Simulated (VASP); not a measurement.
Input of a VASP 6.6.1 run:

Contents of INCAR:

```
SYSTEM = Mo
PREC = Accurate
ENCUT = 520
EDIFF = 1E-6
ISMEAR = 0
SIGMA = 0.1
LREAL = .False.
LASPH = .True.
NELM = 80
ALGO = Normal
ISIF = 2
LWAVE = .False.
LCHARG = .False.
NBANDS = 13
```

File KPOINTS:

```
regular mesh
0
Gamma
  16 16 16
  0 0 0
```

Contents of POSCAR:

```
Mo
1.0
   -1.5554689540      1.5554689540      1.5554689540
    1.5554689540     -1.5554689540      1.5554689540
    1.5554689540      1.5554689540     -1.5554689540
Mo
1
Direct
    0.0000000000      0.0000000000      0.0000000000
```

Potentials or basis: VASP PAW LDA potentials, release 64 (Mo_sv).

Launch:

```sh
$ cat potpaw_LDA.64/Mo_sv/POTCAR > POTCAR
$ mpirun -np 1 vasp_std > vasp.out
```

Q: Estimate the pressure.

A: 1.2 GPa.

Q: Predict the band gap on the k mesh.

A: Zero (band 7 reaches 17.32 eV, above the bottom of band 8 at 11.64 eV).
